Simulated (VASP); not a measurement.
# Mo (P6/mmm) in VASP: further runs

Runs on Mo. Level: r2SCAN. Tasks: single point.

Everything below comes from runs of VASP 6.6.1. Logs are shortened: lines on timing, memory, paths and dates and some standing lists are left out, and cuts for length are marked.

## 1. The cell of the first run

It takes space group P6/mmm (No. 191, hexagonal). Conventional cell: a = 2.777 Å, b = 2.777 Å, c = 2.594 Å, α = 90.00°, β = 90.00°, γ = 120.00°. Mo (site symmetry 6/mmm) has 8 Mo at 2.59 to 2.78 Å within 3.4 Å.

This isn't the form of Mo at room conditions, which is bcc.

## 2. Single point, r2SCAN (strain +0.015 along x and y, +0.015 along z)

The input, POSCAR:

```
Mo
1.0
    2.7765430532      0.0000000000      0.0000000000
   -1.3882715266      2.4045568187      0.0000000000
    0.0000000000      0.0000000000      2.5935084105
Mo
1
Direct
    0.0000000000      0.0000000000      0.5000000000
```

The input, INCAR.step1:

```
  PREC = Accurate
  ENCUT = 520
  ISMEAR = 0
  SIGMA = 0.15
  LREAL = False
  LASPH = True
  NELM = 80
  NBANDS = 13
  GGA = PE
  ALGO = Normal
  EDIFF = 1E-4
  LWAVE = True
  LCHARG = False
```

The input, INCAR.step2:

```
  PREC = Accurate
  ENCUT = 520
  EDIFF = 1E-6
  ISMEAR = 0
  SIGMA = 0.15
  LREAL = False
  LASPH = True
  NELM = 80
  ALGO = Normal
  ISIF = 2
  LWAVE = False
  LCHARG = True
  METAGGA = R2SCAN
  LMIXTAU = True
  LELF = True
  LVHAR = True
  NBANDS = 13
  ISTART = 1
```

The input, KPOINTS:

```
regular mesh
0
Gamma
  18 18 18
```

Potentials or basis: VASP PAW PBE potentials, release 64 (Mo_sv).

Started as:

```
cat potpaw_PBE.64/Mo_sv/POTCAR > POTCAR
cp INCAR.step1 INCAR
mpirun -np 1 vasp_std > vasp.out
cp INCAR.step2 INCAR
mpirun -np 1 vasp_std > vasp.out
```

OUTCAR:

```text
PREC = Accurate
   ENCUT = 520
   EDIFF = 1E-6
   ISMEAR = 0
   LREAL = False
   LASPH = True
   NELM = 80
   ISIF = 2
   METAGGA = R2SCAN
   ISTART = 1

 ion  position               nearest neighbor table
   1  0.000  0.000  0.500-

  LATTYP: Found a hexagonal cell.
 ALAT       =     2.7765430532
 C/A-ratio  =     0.9340782263

  Lattice vectors:

 A1 = (   2.7765430532,   0.0000000000,   0.0000000000)
 A2 = (  -1.3882715266,   2.4045568187,   0.0000000000)
 A3 = (   0.0000000000,   0.0000000000,   2.5935084105)

Analysis of symmetry for initial positions (statically):
=====================================================================
 Subroutine PRICEL returns:
 Original cell was already a primitive cell.

 Routine SETGRP: Setting up the symmetry group for a
 hexagonal supercell.

 Subroutine GETGRP returns: Found 24 space group operations
 (whereof 24 operations were pure point group operations)
 out of a pool of 24 trial point group operations.

The static configuration has the point symmetry D_6h.

Analysis of symmetry for dynamics (positions and initial velocities):
=====================================================================
 Subroutine PRICEL returns:
 Original cell was already a primitive cell.

 Routine SETGRP: Setting up the symmetry group for a
 hexagonal supercell.

 Subroutine GETGRP returns: Found 24 space group operations
 (whereof 24 operations were pure point group operations)
 out of a pool of 24 trial point group operations.

The dynamic configuration has the point symmetry D_6h.

 Subroutine INISYM returns: Found 24 space group operations
 (whereof 24 operations are pure point group operations),
 and found     1 'primitive' translations

----------------------------------------------------------------------------------------

                                     Primitive cell

  volume of cell :      17.3152

  direct lattice vectors                    reciprocal lattice vectors
     2.776543053  0.000000000  0.000000000     0.360160091  0.207938526  0.000000000
    -1.388271527  2.404556819  0.000000000     0.000000000  0.415877052  0.000000000
     0.000000000  0.000000000  2.593508411     0.000000000  0.000000000  0.385578083

  length of vectors
     2.776543053  2.776543053  2.593508411     0.415877052  0.415877052  0.385578083

  position of ions in fractional coordinates (direct lattice)
     0.000000000  0.000000000  0.500000000

  ion indices of the primitive-cell ions
   primitive index   ion index
                 1           1

----------------------------------------------------------------------------------------

 KPOINTS: regular mesh

Automatic generation of k-mesh.
 Grid dimensions read from file:
 generate k-points for:   18   18   18

 Generating k-lattice:

  Cartesian coordinates                     Fractional coordinates (reciprocal lattice)
     0.020008894  0.011552140  0.000000000     0.055555556  0.000000000  0.000000000
     0.000000000  0.023104281  0.000000000     0.000000000  0.055555556  0.000000000
     0.000000000  0.000000000  0.021421005     0.000000000  0.000000000  0.055555556

  Length of vectors
     0.023104281  0.023104281  0.021421005

  Shift w.r.t. Gamma in fractional coordinates (k-lattice)
     0.000000000  0.000000000  0.000000000

 Subroutine IBZKPT returns following result:
 ===========================================

 Found    370 irreducible k-points:

 Following reciprocal coordinates:
            Coordinates               Weight
  0.000000  0.000000  0.000000      1.000000
  0.055556 -0.000000  0.000000      6.000000
  0.111111 -0.000000  0.000000      6.000000
  0.166667  0.000000  0.000000      6.000000
  0.222222 -0.000000  0.000000      6.000000
  0.277778  0.000000  0.000000      6.000000
[... 16 lines left out ...]
  0.333333  0.111111  0.000000     12.000000
  0.388889  0.111111  0.000000     12.000000
 [... further k-points ...]
   k-points           NKPTS =    370   k-points in BZ     NKDIM =    370   number of bands    NBANDS=     13
   number of dos      NEDOS =    301   number of ions     NIONS =      1
   total plane-waves  NPLWV =  11520
   dimension x,y,z NGX =    24 NGY =   24 NGZ =   20
   dimension x,y,z NGXF=    48 NGYF=   48 NGZF=   40
   ions per type =               1
   NGX,Y,Z   is equivalent  to a cutoff of  14.37, 14.37, 12.82 a.u.
   NGXF,Y,Z  is equivalent  to a cutoff of  28.74, 28.74, 25.64 a.u.
 SYSTEM =  unknown system
   PREC   = accura    normal or accurate (medium, high low for compatibility)
   ISTART =      1    job   : 0-new  1-cont  2-samecut
   ICHARG =      0    charge: 1-file 2-atom 10-const
   ISPIN  =      1    spin polarized calculation?
   LNONCOLLINEAR =      F non collinear calculations
   LSORBIT =      F    spin-orbit coupling
   LASPH  =      T    aspherical Exc in radial PAW
   ENCUT  =  520.0 eV  38.22 Ry    6.18 a.u.   5.16  5.16  4.82*2*pi/ulx,y,z
   NELM   =     80;   NELMIN=  2; NELMDL=  0     # of ELM steps
[... 22 lines left out ...]
  Fermi-wavevector in a.u.,A,eV,Ry     =   1.525136  2.882088 31.647678  2.326039
  Thomas-Fermi vector in A             =   2.633347
   LORBIT       =      0    0 simple, 1 ext, 2 COOP (PROOUT), +10 PAW based schemes
   METAGGA = R2SCAN    functional components
   LHFCALC =     F    Hartree Fock is set to
   AEXX    =    0.0000 exact exchange contribution
   IVDW    =     0    specifies the selected vdW correction
   LEPSILON=     F    determine dielectric tensor
   LRPA    =     F    only Hartree local field effects (RPA)
 non-spin polarized calculation
 Gauss-broadening in eV      SIGMA  =   0.15
  energy-cutoff  :      520.00
  volume of cell :       17.32
 maximum number of plane-waves:       480
 NGX is ok and might be reduce to    24
   NGX = 11   NGY = 11   NGZ =  9

 number of electron      13.9999998 magnetization

 Free energy of the ion-electron system (eV)
  ---------------------------------------------------
  ext. energy  EPLUGINS =         0.00000000
  ---------------------------------------------------
  free energy    TOTEN  =       -25.13681794 eV

  energy without entropy =      -25.12830350  energy(sigma->0) =      -25.13256072

 E-fermi :  10.9293     XC(G=0): -13.8676

 val. band max:       10.9255154062   @ k =   0.0556  -0.0000   0.5000
 cond. band min:      10.9320232164   @ k =   0.0556   0.0556   0.3333
 fundamental gap:      0.0065078102
 Fermi energy:        10.9292758532

 k-point     1 :       0.0000    0.0000    0.0000
  band No.  band energies     occupation
      1     -52.1069      2.00000
      2     -24.6945      2.00000
      3     -24.6945      2.00000
      4     -24.6560      2.00000
      5       3.8540      2.00000
      6       6.4234      2.00000
      7      10.0272      2.00000
      8      10.0272      2.00000
      9      15.0119      0.00000
     10      15.0119      0.00000
     11      24.3954      0.00000
     12      27.2558      0.00000
     13      32.1791      0.00000

 k-point     2 :       0.0556   -0.0000    0.0000
  band No.  band energies     occupation
      1     -52.1007      2.00000
      2     -24.7359      2.00000
      3     -24.7037      2.00000
      4     -24.6518      2.00000
      5       3.9758      2.00000
      6       6.4752      2.00000
      7       9.9049      2.00000
      8      10.1371      2.00000
      9      14.8869      0.00000
     10      14.9916      0.00000
     11      24.6661      0.00000
     12      27.4961      0.00000
     13      31.3942      0.00000

 k-point     3 :       0.1111   -0.0000    0.0000
  band No.  band energies     occupation
      1     -52.0829      2.00000
      2     -24.8541      2.00000
      3     -24.7302      2.00000
      4     -24.6397      2.00000
      5       4.3235      2.00000
      6       6.6258      2.00000
      7       9.5892      2.00000
      8      10.4622      1.99999
      9      14.5470      0.00000
     10      14.9336      0.00000
     11      25.3897      0.00000
     12      28.1742      0.00000
     13      29.9193      0.00000
[... 305 lines left out ...]
 k-point    23 :       0.3333    0.1111    0.0000
  band No.  band energies     occupation
      1     -51.9155      2.00000
      2     -25.8127      2.00000
      3     -25.0494      2.00000
      4     -24.5268      2.00000
      5       6.5598      2.00000
      6       7.4395      2.00000
      7      10.1217      2.00000
      8      12.3635      0.00000
      9      14.2092      0.00000
     10      14.9993      0.00000
     11      21.8432      0.00000
     12      24.4641      0.00000
     13      29.3009      0.00000

 k-point    24 :       0.3889    0.1111    0.0000
  band No.  band energies     occupation
      1     -51.8982      2.00000
      2     -25.9048      2.00000
      3     -25.0821      2.00000
      4     -24.5152      2.00000
      5       6.4483      2.00000
      6       7.5972      2.00000
      7      10.7859      1.82349
      8      12.1881      0.00000
      9      14.1368      0.00000
     10      15.7060      0.00000
     11      20.9744      0.00000
     12      23.7916      0.00000
     13      28.8217      0.00000

 [... further k-points ...]

------------------------ aborting loop because EDIFF is reached ----------------------------------------

  FORCE on cell =-STRESS in cart. coord.  units (eV):
  Direction    XX          YY          ZZ          XY          YZ          ZX
  --------------------------------------------------------------------------------------
  -------------------------------------------------------------------------------------
  Total       -0.6736197     -0.6736197     -1.1497762      0.0000000      0.0000000      0.0000000
  in kB      -62.3301569    -62.3301569   -106.3890156      0.0000000      0.0000000      0.0000000
  external PRESSURE =     -77.0164431 kB  Pullay stress =       0.0000000 kB

 VOLUME and BASIS-vectors are now :
 -----------------------------------------------------------------------------
  energy-cutoff  :      520.00
  volume of cell :       17.32
      direct lattice vectors                 reciprocal lattice vectors
     2.776543053  0.000000000  0.000000000     0.360160091  0.207938526  0.000000000
    -1.388271527  2.404556819  0.000000000     0.000000000  0.415877052  0.000000000
     0.000000000  0.000000000  2.593508411     0.000000000  0.000000000  0.385578083

 POSITION                                       TOTAL-FORCE (eV/Angst)
 -----------------------------------------------------------------------------------
      0.00000      0.00000      1.29675        -0.000000      0.000000      0.000000
 -----------------------------------------------------------------------------------
    total drift:                                0.000000      0.000000     -0.000000

  FREE ENERGIE OF THE ION-ELECTRON SYSTEM (eV)
  ---------------------------------------------------
  free  energy   TOTEN  =       -25.1368179380 eV

  energy  without entropy=      -25.1283035039  energy(sigma->0) =      -25.13256072
```

Run time: 83 s. Hardware: 1 thread of Intel Xeon 6975P-C (Granite Rapids), shared host; peak memory 0.2 GiB.

Results:

```yaml
Free_energy: -25.1368 eV
Pressure: -7.7 GPa
Band_gap_on_the_k_mesh: zero (bands 7 and 8 overlap by 1.72 eV)
```

Levels at points of the mesh, in eV from the Fermi level:
| k point | band 3 | band 4 | band 5 | band 6 | band 7 | band 8 | band 9 | band 10 | band 11 | band 12 |
| --- | --- | --- | --- | --- | --- | --- | --- | --- | --- | --- |
| (0.00, 0.00, 0.00) | -35.62 | -35.59 | -7.08 | -4.51 | -0.90 | -0.90 | 4.08 | 4.08 | 13.47 | 16.33 |
| (0.50, 0.00, 0.00) | -35.92 | -35.44 | -4.98 | -3.32 | 0.82 | 1.09 | 3.45 | 4.27 | 10.03 | 13.82 |
| (0.00, 0.00, 0.50) | -35.48 | -35.48 | -3.91 | -0.20 | -0.11 | -0.11 | 0.91 | 0.91 | 9.84 | 16.69 |
| (0.50, 0.00, 0.50) | -36.68 | -35.76 | -5.23 | -3.44 | -0.32 | 4.60 | 5.68 | 6.46 | 7.15 | 16.51 |

Caveat: the cell differs from its parent crystal (strain +0.015 along x and y, +0.015 along z); the cell stands under tension; the PAW data sets were made with another functional, which shifts forces and pressure a little.

## 3. Single point, r2SCAN (strain +0.030 along x and y, +0.000 along z)

The input, POSCAR:

```
Mo
1.0
    2.8175757091      0.0000000000      0.0000000000
   -1.4087878546      2.4400921412      0.0000000000
    0.0000000000      0.0000000000      2.5551807000
Mo
1
Direct
    0.0000000000      0.0000000000      0.5000000000
```

The input, INCAR.step1:

```
PREC = Accurate
ENCUT = 520
ISMEAR = 0
SIGMA = 0.15
LREAL = F
LASPH = T
NELM = 100
NBANDS = 13
GGA = PE
ALGO = Normal
EDIFF = 1E-4
LWAVE = T
LCHARG = F
```

The input, INCAR.step2:

```
PREC = Accurate
ENCUT = 520
EDIFF = 1E-6
ISMEAR = 0
SIGMA = 0.15
LREAL = F
LASPH = T
NELM = 100
ALGO = Normal
ISIF = 2
LWAVE = F
LCHARG = T
METAGGA = R2SCAN
LMIXTAU = T
LELF = T
LVHAR = T
NBANDS = 13
ISTART = 1
```

KPOINTS is that of step 2.

Potentials or basis: VASP PAW PBE potentials, release 64 (Mo_sv).

Started as:

```
cat potpaw_PBE.64/Mo_sv/POTCAR > POTCAR
cp INCAR.step1 INCAR
mpirun -np 1 vasp_std > vasp.out
cp INCAR.step2 INCAR
mpirun -np 1 vasp_std > vasp.out
```

It took 80 s on 1 thread of Intel Xeon 6975P-C (Granite Rapids), shared host; peak memory 0.2 GiB.

Results (log left out):

```yaml
Free_energy: -25.1221 eV
Pressure: -10.4 GPa
Band_gap_on_the_k_mesh: zero (bands 7 and 8 overlap by 1.63 eV)
```

Stress tensor (GPa, compression positive):
```
-11.77   0.00   0.00
  0.00 -11.77   0.00
  0.00   0.00  -7.52
```

Levels at points of the mesh, in eV from the Fermi level:
```tsv
k point	band 4	band 5	band 6	band 7	band 8	band 9	band 10	band 11
(0.00, 0.00, 0.00)	-35.41	-6.94	-4.41	-0.84	-0.84	4.18	4.18	13.31
(0.50, 0.00, 0.00)	-35.29	-4.78	-3.40	0.72	1.53	3.62	4.06	9.63
(0.00, 0.00, 0.50)	-35.46	-3.58	0.06	0.06	0.11	0.66	0.66	10.38
(0.50, 0.00, 0.50)	-35.71	-5.11	-3.07	-0.50	4.44	5.82	6.63	7.13
```

Caveat: the cell differs from its parent crystal (strain +0.030 along x and y, +0.000 along z); the cell stands under tension; the PAW data sets were made with another functional, which shifts forces and pressure a little.

## 4. Single point, r2SCAN (strain +0.015 along x and y, +0.030 along z)

The input, POSCAR:

```
Mo
1.0
    2.7765430532      0.0000000000      0.0000000000
   -1.3882715266      2.4045568187      0.0000000000
    0.0000000000      0.0000000000      2.6318361210
Mo
1
Direct
    0.0000000000      0.0000000000      0.5000000000
```

The input, INCAR.step1:

```
PREC     = Accurate       # precision mode
ENCUT    = 520            # plane-wave cutoff, eV
ISMEAR   = 0              # smearing method
SIGMA    = 0.15           # smearing width, eV
LREAL    = F              # projectors in reciprocal space
LASPH    = T              # aspherical terms in the spheres
NELM     = 100            # most SCF steps
NBANDS   = 13             # bands
GGA      = PE             # functional
ALGO     = Normal         # electronic algorithm
EDIFF    = 1E-4           # SCF threshold, eV
LWAVE    = T              # write WAVECAR
LCHARG   = F              # write CHGCAR
```

The input, INCAR.step2:

```
PREC     = Accurate       # precision mode
ENCUT    = 520            # plane-wave cutoff, eV
EDIFF    = 1E-7           # SCF threshold, eV
ISMEAR   = 0              # smearing method
SIGMA    = 0.15           # smearing width, eV
LREAL    = F              # projectors in reciprocal space
LASPH    = T              # aspherical terms in the spheres
NELM     = 100            # most SCF steps
ALGO     = Normal         # electronic algorithm
ISIF     = 2              # what is computed and relaxed
LWAVE    = F              # write WAVECAR
LCHARG   = T              # write CHGCAR
METAGGA  = R2SCAN         # meta-GGA
LMIXTAU  = T            
LELF     = T              # ELF
LVHAR    = T            
NBANDS   = 13             # bands
ISTART   = 1
```

KPOINTS is that of step 3.

Started as:

```
cat potpaw_PBE.64/Mo_sv/POTCAR > POTCAR
cp INCAR.step1 INCAR
mpirun -np 1 vasp_std > vasp.out
cp INCAR.step2 INCAR
mpirun -np 1 vasp_std > vasp.out
```

Wall time 95 s (1 thread of Intel Xeon 6975P-C (Granite Rapids), shared host); peak memory 0.2 GiB.

It converged, with:

```yaml
Free_energy: -25.1154 eV
Pressure: -10.2 GPa
Band_gap_on_the_k_mesh: zero (bands 7 and 8 overlap by 1.72 eV)
```

Stress tensor (GPa, compression positive):
```
 -7.28   0.00   0.00
  0.00  -7.28   0.00
  0.00   0.00 -16.04
```

Levels at points of the mesh, in eV from the Fermi level:
| k point | band 5 | band 6 | band 7 | band 8 | band 9 | band 10 |
| --- | --- | --- | --- | --- | --- | --- |
| (0.00, 0.00, 0.00) | -7.08 | -4.46 | -0.91 | -0.91 | 3.91 | 3.91 |
| (0.50, 0.00, 0.00) | -4.97 | -3.23 | 0.81 | 0.85 | 3.26 | 4.24 |
| (0.00, 0.00, 0.50) | -4.04 | -0.38 | -0.19 | -0.19 | 1.00 | 1.00 |
| (0.50, 0.00, 0.50) | -5.15 | -3.54 | -0.22 | 4.53 | 5.42 | 6.28 |

Caveat: the cell differs from its parent crystal (strain +0.015 along x and y, +0.030 along z); the cell stands under tension; the PAW data sets were made with another functional, which shifts forces and pressure a little.

## 5. Single point, r2SCAN (strain +0.030 along x and y, +0.015 along z)

The input, POSCAR:

```
Mo
1.0
    2.8175757091      0.0000000000      0.0000000000
   -1.4087878546      2.4400921412      0.0000000000
    0.0000000000      0.0000000000      2.5935084105
Mo
1
Direct
    0.0000000000      0.0000000000      0.5000000000
```

The input, INCAR.step1:

```
SYSTEM = Mo
PREC = Accurate
ENCUT = 520
ISMEAR = 0
SIGMA = 0.15
LREAL = .False.
LASPH = .True.
NELM = 80
NBANDS = 13
GGA = PE
ALGO = Normal
EDIFF = 1E-4
LWAVE = .True.
LCHARG = .False.
```

The input, INCAR.step2:

```
SYSTEM = Mo
PREC = Accurate
ENCUT = 520
EDIFF = 1E-7
ISMEAR = 0
SIGMA = 0.15
LREAL = .False.
LASPH = .True.
NELM = 80
ALGO = Normal
ISIF = 2
LWAVE = .False.
LCHARG = .False.
METAGGA = R2SCAN
LMIXTAU = .True.
NBANDS = 13
ISTART = 1
```

The input, KPOINTS:

```
regular mesh
0
Gamma
  18 18 18
  0 0 0
```

Started as:

```
cat potpaw_PBE.64/Mo_sv/POTCAR > POTCAR
cp INCAR.step1 INCAR
mpirun -np 1 vasp_std > vasp.out
cp INCAR.step2 INCAR
mpirun -np 1 vasp_std > vasp.out
```

It took 96 s on 1 thread of Intel Xeon 6975P-C (Granite Rapids), shared host; peak memory 0.2 GiB.

Results (log left out):

```
Free energy            : -25.1055 eV
Pressure               : -12.9 GPa
Band gap on the k mesh : zero (bands 7 and 8 overlap by 1.56 eV)
```

Stress tensor (GPa, compression positive):
```
-13.04   0.00   0.00
  0.00 -13.04   0.00
  0.00   0.00 -12.74
```

Levels at points of the mesh, in eV from the Fermi level:
```csv
k point,band 5,band 6,band 7,band 8,band 9,band 10
"(0.00, 0.00, 0.00)",-6.93,-4.35,-0.84,-0.84,4.00,4.00
"(0.50, 0.00, 0.00)",-4.75,-3.30,0.72,1.29,3.43,4.04
"(0.00, 0.00, 0.50)",-3.70,-0.07,-0.02,-0.02,0.77,0.77
"(0.50, 0.00, 0.50)",-5.01,-3.16,-0.39,4.37,5.56,6.46
```

Caveat: the cell differs from its parent crystal (strain +0.030 along x and y, +0.015 along z); the cell stands under tension; the PAW data sets were made with another functional, which shifts forces and pressure a little.

## 6. The runs side by side

| cell | gap on the mesh (eV) | pressure (GPa) |
| --- | --- | --- |
| a = 2.777, b = 2.777, c = 2.594 Å, angles 90.0, 90.0, 120.0°, 1 atom | none | -7.7 |
| a = 2.818, b = 2.818, c = 2.555 Å, angles 90.0, 90.0, 120.0°, 1 atom | none | -10.4 |
| a = 2.777, b = 2.777, c = 2.632 Å, angles 90.0, 90.0, 120.0°, 1 atom | none | -10.2 |
| a = 2.818, b = 2.818, c = 2.594 Å, angles 90.0, 90.0, 120.0°, 1 atom | none | -12.9 |

Alike in all rows: task single point; level r2SCAN; potentials or basis VASP PAW PBE potentials, release 64 (Mo_sv); no spin polarisation; k mesh 18 × 18 × 18; cutoff (eV) 520; smearing gaussian 0.15 eV.

Caveats: the cell stands under tension; the PAW data sets were made with another functional, which shifts forces and pressure a little.

Total energies depend on the potentials used, so only differences within one code and one set of settings carry meaning.
